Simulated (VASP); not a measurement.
Here is a VASP 6.6.1 calculation.

Contents of INCAR:

```
SYSTEM = W
ALGO = Fast ; EDIFF = 1E-6
ENCUT = 520 ; GGA = PS
ISIF = 2 ; ISMEAR = 0
LASPH = .TRUE. ; LCHARG = .FALSE.
LREAL = .FALSE. ; LWAVE = .FALSE.
NBANDS = 28 ; NELM = 80
PREC = Accurate ; SIGMA = 0.1
```

File KPOINTS:

```
k-points
0
G
  6 6 6
  0 0 0
```

Contents of POSCAR:

```
W
1.0
    4.6549256644      0.0000000000      0.0000000000
   -2.3274628322      4.0312838781      0.0000000000
    0.0000000000      0.0000000000      2.5651912417
W
3
Direct
    0.0000000000      0.0000000000      0.0000000000
    0.3333333333      0.6666666667      0.5000000000
    0.6666666667      0.3333333333      0.5000000000
```

Potentials or basis: VASP PAW PBE potentials, release 64 (W_sv).

The run is started by

```sh
$ cat potpaw_PBE.64/W_sv/POTCAR > POTCAR
$ mpirun -np 1 vasp_std > vasp.out
```

**Question.** What does it give for the band gap on the k mesh?

**Answer.** Zero (bands 21 and 22 overlap by 0.93 eV).

**Question.** What does it give for the pressure?

**Answer.** 0.8 GPa.

Stress tensor (GPa, compression positive):
```
0.64 0.00 0.00
0.00 0.64 0.00
0.00 0.00 1.27
```

Caveat: the k points lie up to 0.41 Å⁻¹ apart, too coarse for converged energies and pressures of a metal; the PAW data sets were made with another functional, which shifts forces and pressure a little; spin-orbit coupling is left out, which moves the levels of the heavy elements.
